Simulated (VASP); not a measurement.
Runs of VASP 6.6.1 on Cu. The structure is that of space group P6_3/mmc (No. 194), or close to it. The cells are those of the table. This isn't the form of Cu at room conditions, which is fcc.

```tsv
cell	further INCAR settings	gap on the mesh (eV)	pressure (GPa)
a = 2.493, b = 2.493, c = 4.249 Å, angles 90.0, 90.0, 120.0°, 2 atoms	ALGO = Fast; EDIFF = 1e-07; NBANDS = 18	none	(a)
a = 2.322, b = 2.322, c = 4.899 Å, angles 90.0, 90.0, 120.0°, 2 atoms	ALGO = Fast; EDIFF = 1e-06; NBANDS = 18	none	13.1
a = 2.730, b = 2.730, c = 3.544 Å, angles 90.0, 90.0, 120.0°, 2 atoms	ALGO = Fast; EDIFF = 1e-06; NBANDS = 18	none	6.9
a = 2.606, b = 2.606, c = 3.890 Å, angles 90.0, 90.0, 120.0°, 2 atoms	ALGO = Fast; EDIFF = 1e-06; NBANDS = 18	none	0.5
a = 2.385, b = 2.385, c = 4.644 Å, angles 90.0, 90.0, 120.0°, 2 atoms	ALGO = Fast; EDIFF = 1e-07; NBANDS = 18	none	5.3
a = 2.569, b = 2.569, c = 4.002 Å, angles 90.0, 90.0, 120.0°, 2 atoms	ALGO = Fast; EDIFF = 1e-06; NBANDS = 18	none	-0.4
a = 2.675, b = 2.675, c = 3.690 Å, angles 90.0, 90.0, 120.0°, 2 atoms	ALGO = Fast; EDIFF = 1e-06; NBANDS = 18	none	3.6
a = 2.455, b = 2.455, c = 4.382 Å, angles 90.0, 90.0, 120.0°, 2 atoms	ALGO = Fast; EDIFF = 1e-07; NBANDS = 18	none	(b)
```

Alike in all rows: task single point; level PBEsol; potentials or basis VASP PAW PBE potentials, release 64 (Cu); no spin polarisation; k mesh 24 × 24 × 14; cutoff (eV) 520; smearing gaussian 0.15 eV.

Fill in the values left out.

(a) -0.5; (b) 0.7.

Caveats: the PAW data sets were made with another functional, which shifts forces and pressure a little; the cell stands under pressure (at least some runs).

A gap of «none» marks levels without a gap at the run's occupations.
